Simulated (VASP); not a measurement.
Wanted: the native input for a VASP 6.6.1 run.

```yaml
Task: single point
Functional: PBE
Potentials_or_basis: VASP PAW PBE potentials, release 64 (Te, Be)
Cutoff: 520 eV
k_mesh: 8 × 8 × 8
Occupations: gaussian, width 0.027 eV
Spin: no spin polarisation
Dipole_correction: no
Further_INCAR_settings: ALGO = Normal; EDIFF = 1e-06; NBANDS = 11
```

The structure of BeTe lies in POSCAR:

```
BeTe
1.0
    0.0000000000      2.7700000000      2.7700000000
    2.7700000000      0.0000000000      2.7700000000
    2.7700000000      2.7700000000      0.0000000000
Te Be
1 1
Direct
    0.7500000000      0.7500000000      0.7500000000
    0.0000000000      0.0000000000      0.0000000000
```

These files were run (other wordings do the same):

INCAR

```
  PREC = Accurate
  ENCUT = 520
  EDIFF = 1E-6
  ISMEAR = 0
  SIGMA = 0.027000000000000003
  LREAL = False
  LASPH = True
  NELM = 60
  ALGO = Normal
  ISIF = 2
  LWAVE = False
  LCHARG = False
  GGA = PE
  NBANDS = 11
```

KPOINTS

```
regular mesh
0
Gamma
  8 8 8
```

Potentials or basis: VASP PAW PBE potentials, release 64 (Te, Be).

Launch:

```bash
$ cat potpaw_PBE.64/Te/POTCAR potpaw_PBE.64/Be/POTCAR > POTCAR
$ mpirun -np 1 vasp_std > vasp.out
```

It gave:

```json
{"Pressure": "4.5 GPa", "Band gap on the k mesh": "1.85 eV, indirect (least direct gap 3.56 eV)"}
```

Caveat: spin-orbit coupling is left out, which moves the levels of the heavy elements.

Run time: 26 s on 1 thread of Intel Xeon 8259CL (shared host), peak memory 0.14 GiB.
